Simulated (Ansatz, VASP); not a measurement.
# NaP2 in VASP and in Ansatz

INCAR

```
PREC     = Accurate       # precision mode
ENCUT    = 600            # plane-wave cutoff, eV
EDIFF    = 1E-7           # SCF threshold, eV
ISMEAR   = 0              # smearing method
SIGMA    = 0.1            # smearing width, eV
LREAL    = False          # projectors in reciprocal space
LASPH    = True           # aspherical terms in the spheres
NELM     = 100            # most SCF steps
ALGO     = Normal         # electronic algorithm
ISIF     = 3              # what is computed and relaxed
LWAVE    = False          # write WAVECAR
LCHARG   = False          # write CHGCAR
GGA      = PE             # functional
IBRION   = 2              # ionic algorithm
NSW      = 90             # ionic steps
EDIFFG   = -0.04          # ionic threshold
```

KPOINTS

```
Automatic mesh
0
Gamma
  6 6 6
```

POSCAR

```
NaP2
1.0
    4.7227565300      0.0000000000      0.0000000000
   -2.3613782600      4.0900271300      0.0000000000
    0.0000000000      0.0000000000      3.2075932500
Na P
1 2
Direct
    0.0000000000      0.0000000000      0.0000000000
    0.3333333300      0.6666666700      0.5000000000
    0.6666666700      0.3333333300      0.5000000000
```

Input for Ansatz:

```yaml
crystal:
  lattice:
    - [4.72275653, 0.0, 0.0]
    - [-2.36137826, 4.09002713, 0.0]
    - [0.0, 0.0, 3.20759325]
  atoms:
    - { symbol: Na, position: [0.0, 0.0, 0.0] }
    - { symbol: P, position: [0.33333333, 0.66666667, 0.5] }
    - { symbol: P, position: [0.66666667, 0.33333333, 0.5] }
basis:
  ecutwfc: 420
kpoints:
  mp_grid: { grid: [6, 6, 6] }
hamiltonian:
  xc: pbe
scf:
  occupations: { method: gaussian, width: 0.1 }
  lower_state_search: "off"
output:
  forces: true
  stress: true
  eigenvalues: true
relax:
  adjacent_minimum: "off"
  f_tol: 0.04
  max_steps: 70
  cell: { stress_tol: 0.4 }
```

Alike in both runs: task relaxation of cell and atoms; functional PBE; k mesh 6 × 6 × 6; occupations gaussian, width 0.1 eV; no spin polarisation.

|  | VASP | Ansatz |
| --- | --- | --- |
| version | VASP 6.6.1 | Ansatz 0.2.0 |
| potentials or method | VASP PAW PBE potentials, release 64 (Na_pv, P), cutoff 600 eV | scalar-relativistic, plane waves, PAW |
| valence electrons in the cell | 17 | 19 |

Ansatz gave:

- gap on the k mesh at the Fermi level, each at its own relaxed structure (eV): none
- relaxed volume (Å³/atom): 17.61
- relaxed length of the cell vector where the two differ most in proportion (Å): 3.111

Question: What did VASP give for the same quantities?

Answer: gap on the k mesh at the Fermi level, each at its own relaxed structure (eV): none; relaxed volume (Å³/atom): 17.67; relaxed length of the cell vector where the two differ most in proportion (Å): 3.125.

A gap of «none» marks a metal or a gap that the smearing closes. VASP's potentials hold 17 valence electrons a cell and Ansatz's 19, so a difference there can come from the potentials and not from the codes.
